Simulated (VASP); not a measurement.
# Ni: single point with r2SCAN

Crystal: Ni.

```
CELL_PARAMETERS angstrom
3.77184 0.00000 0.00000
-1.88592 3.26651 0.00000
0.00000 0.00000 2.29508
ATOMIC_POSITIONS crystal
Ni 0.00000 0.00000 0.00000
Ni 0.33333 0.66667 0.50000
Ni 0.66667 0.33333 0.50000
```

This isn't the form of Ni at room conditions, which is fcc.

- Program: VASP 6.6.1
- Task: single point
- Functional: r2SCAN
- Potentials or basis: VASP PAW PBE potentials, release 64 (Ni)
- Cutoff: 520 eV
- k mesh: 10 × 10 × 15
- Occupations: fermi-dirac, width 0.05 eV
- Spin: collinear spin, ferromagnetic start
- Starting moments: [0.783, 0.791, 0.791] μB
- Dipole correction: no
- Further INCAR settings: ALGO = Normal; EDIFF = 1e-06; NBANDS = 26

| Quantity | Value |
| --- | --- |
| Pressure | 37.0 GPa |
| Net moment | 1.95 μB per cell |
| Site moments | Ni +0.62, +0.67 (each value once) μB |
| Valence electrons inside the program's atomic spheres | Ni 9.60, 9.70 (each value once) |

Stress tensor (GPa, compression positive):
```
37.82  0.00  0.00
 0.00 37.82  0.00
 0.00  0.00 35.33
```

Levels at points of the mesh, in eV from the Fermi level:
Spin up:
```tsv
k point	band 14	band 15	band 16	band 17	band 18	band 19
(0.00, 0.00, 0.00)	-2.01	-0.65	-0.65	6.93	6.93	6.99
(0.50, 0.00, 0.00)	-1.04	-0.99	-0.94	-0.74	-0.11	7.60
```
Spin down:
```tsv
k point	band 11	band 12	band 13	band 14	band 15	band 16	band 17	band 18
(0.00, 0.00, 0.00)	-1.26	-1.26	-1.06	-1.06	0.33	0.33	7.30	7.30
(0.50, 0.00, 0.00)	-0.95	-0.33	-0.30	-0.14	-0.07	0.04	0.19	0.45
```

It took 14 min on 1 thread of Intel Xeon 8259CL (shared host), peak memory 0.24 GiB.

Caveat: the cell stands under pressure; the PAW data sets were made with another functional, which shifts forces and pressure a little.
